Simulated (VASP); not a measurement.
Write the native input for VASP 6.6.1 that does the following.

* Task: single point
* Functional: PBEsol
* Potentials or basis: VASP PAW PBE potentials, release 64 (Ta_pv, Ru_pv)
* Cutoff: 520 eV
* k mesh: 16 × 16 × 16
* Occupations: gaussian, width 0.15 eV
* Spin: no spin polarisation
* Dipole correction: no
* Further INCAR settings: ALGO = Normal; EDIFF = 1e-06; NBANDS = 20

The structure of TaRu lies in POSCAR:

```
TaRu
1.0
    3.1870000000      0.0000000000     -0.2390250000
    0.0000000000      3.1870000000      0.0000000000
   -0.2390250000      0.0000000000      3.1870000000
Ta Ru
1 1
Direct
    0.5000000000      0.5000000000      0.5000000000
    0.0000000000      0.0000000000      0.0000000000
```

This cell differs from its parent crystal: strain -0.1500 x Voigt [0, 0, 0, 0, 1, 0].

These files were run (other wordings do the same):

INCAR

```
PREC = Accurate
ENCUT = 520
EDIFF = 1E-6
ISMEAR = 0
SIGMA = 0.15
LREAL = F
LASPH = T
NELM = 100
ALGO = Normal
ISIF = 2
LWAVE = F
LCHARG = T
GGA = PS
LELF = T
LVHAR = T
NBANDS = 20
```

KPOINTS

```
regular mesh
0
Gamma
  16 16 16
```

Potentials or basis: VASP PAW PBE potentials, release 64 (Ta_pv, Ru_pv).

Launch:

```console
$ cat potpaw_PBE.64/Ta_pv/POTCAR potpaw_PBE.64/Ru_pv/POTCAR > POTCAR
$ mpirun -np 1 vasp_std > vasp.out
```

Results of the run:

```
Pressure : -6.4 GPa
```

Caveat: the cell differs from its parent crystal (strain -0.1500 x Voigt [0, 0, 0, 0, 1, 0]); the PAW data sets were made with another functional, which shifts forces and pressure a little.

Wall time 2.8 min on 1 thread of Intel(R) Xeon(R) Platinum 8259CL CPU @ 2.50GHz (Skylake/Cascade Lake), with other jobs on the host, peak memory 0.49 GiB.
